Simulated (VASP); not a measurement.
Runs of VASP 6.6.1 on MoS. The structure is that of space group P6_3/mmc (No. 194), or close to it. The cells are those of the table. 

| task | spin | cell | k mesh | cutoff (eV) | gap on the mesh (eV) | pressure (GPa) | moment (μB) | relaxed volume (Å³/atom) |
| --- | --- | --- | --- | --- | --- | --- | --- | --- |
| relaxation of cell and atoms | off | relaxed from a = 3.270, b = 3.270, c = 6.330 Å, angles 90.0, 90.0, 120.0°, 4 atoms | 12 × 12 × 8 | 600 | none | 0.0 | - | 14.60 |
| single point | collinear, ferromagnetic start | a = 3.270, b = 3.270, c = 6.330 Å, angles 90.0, 90.0, 120.0°, 4 atoms | 6 × 6 × 4 | 520 | none | 0.2 | 0.00 | - |
| relaxation of cell and atoms | collinear, ferromagnetic start | relaxed from a = 3.440, b = 3.440, c = 5.332 Å, angles 90.0, 90.0, 120.0°, 4 atoms | 6 × 6 × 4 | 600 | none | 0.0 | 0.00 | 14.67 |
| single point | off | a = 3.232, b = 3.232, c = 6.456 Å, angles 90.0, 90.0, 120.0°, 4 atoms | 12 × 12 × 8 | 520 | none | (a) | - | - |

Alike in all rows: level PBE; potentials or basis VASP PAW PBE potentials, release 64 (Mo_sv, S); smearing gaussian 0.1 eV.

Problem. Estimate the missing entries.

Solution. (a) 0.1.

Caveats: some runs use coarse meshes.

A k mesh can miss the band edges, and the runs leave out spin-orbit coupling on Mo.

A gap of «none» marks levels without a gap at the run's occupations.
